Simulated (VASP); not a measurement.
Wanted: the native input for a VASP 6.6.1 run.

- Task: relaxation of cell and atoms
- Functional: HF
- Potentials or basis: VASP PAW PBE potentials, release 64 (Nb_sv)
- Cutoff: 600 eV
- k mesh: 6 × 6 × 6
- Occupations: fermi-dirac, width 0.05 eV
- Spin: no spin polarisation
- Dipole correction: no
- Grid for exact exchange (PRECFOCK): Normal
- Further INCAR settings: ALGO = Normal; EDIFF = 1e-07; IBRION = 2; EDIFFG = -0.01; NSW = 60; ISIF = 3
- Share of exact exchange: 1

Crystal: Nb.

```
Nb
1.0
     0.00000    2.11500    2.11500
     2.11500    0.00000    2.11500
     2.11500    2.11500    0.00000
Nb
1
Direct
  0.00000 0.00000 0.00000
```

This isn't the form of Nb at room conditions, which is bcc.

The input as run:

POSCAR

```
Nb
1.0
    0.0000000000      2.1150000000      2.1150000000
    2.1150000000      0.0000000000      2.1150000000
    2.1150000000      2.1150000000      0.0000000000
Nb
1
Direct
    0.0000000000      0.0000000000      0.0000000000
```

INCAR.step1

```
SYSTEM = Nb
PREC = Accurate ; ENCUT = 600
EDIFF = 1E-5 ; ISMEAR = -1
SIGMA = 0.05 ; LREAL = .False.
LASPH = .True. ; NELM = 100
ALGO = Normal ; LWAVE = .True.
LCHARG = .False. ; GGA = PE
NBANDS = 12
```

INCAR.step2

```
SYSTEM = Nb
PREC = Accurate ; ENCUT = 600
EDIFF = 1E-7 ; ISMEAR = -1
SIGMA = 0.05 ; LREAL = .False.
LASPH = .True. ; NELM = 100
ALGO = Normal ; ISIF = 3
LWAVE = .False. ; LCHARG = .False.
GGA = PE ; LHFCALC = .True.
AEXX = 1.0 ; ALDAC = 0.0
AGGAC = 0.0 ; PRECFOCK = Normal
IBRION = 2 ; NSW = 60
EDIFFG = -0.01 ; ISTART = 1
```

KPOINTS

```
Automatic mesh
0
Gamma
  6 6 6
  0 0 0
```

Potentials or basis: VASP PAW PBE potentials, release 64 (Nb_sv).

The run is started by

```sh
$ cat potpaw_PBE.64/Nb_sv/POTCAR > POTCAR
$ cp INCAR.step1 INCAR
$ mpirun -np 1 vasp_std > vasp.out
$ cp INCAR.step2 INCAR
$ mpirun -np 1 vasp_std > vasp.out
```

Results of the run:

```yaml
Relaxed_volume: 19.35 Å³/atom
Relaxed_cell: a = 3.013 Å, b = 3.013 Å, c = 3.013 Å, α = 60.00°, β = 60.00°, γ = 60.00°
Space_group_after_relaxing_to_0.1_Å: Fm-3m (No. 225)
Energy_gained_by_relaxing: 6.0 meV/atom
Ionic_steps: 4
Pressure_after_relaxing: 0.0 GPa
Band_gap_on_the_k_mesh: zero (an odd number of electrons rules out a gap without spin polarisation)
```

Caveat: the k points lie up to 0.43 Å⁻¹ apart in the final cell, too coarse for converged energies and pressures of a metal; the PAW data sets were made with another functional, which shifts forces and pressure a little.

Wall time 30 min on 1 thread of AMD EPYC 9R45 96-Core Processor (Zen 5) (shared host), peak memory 0.13 GiB.
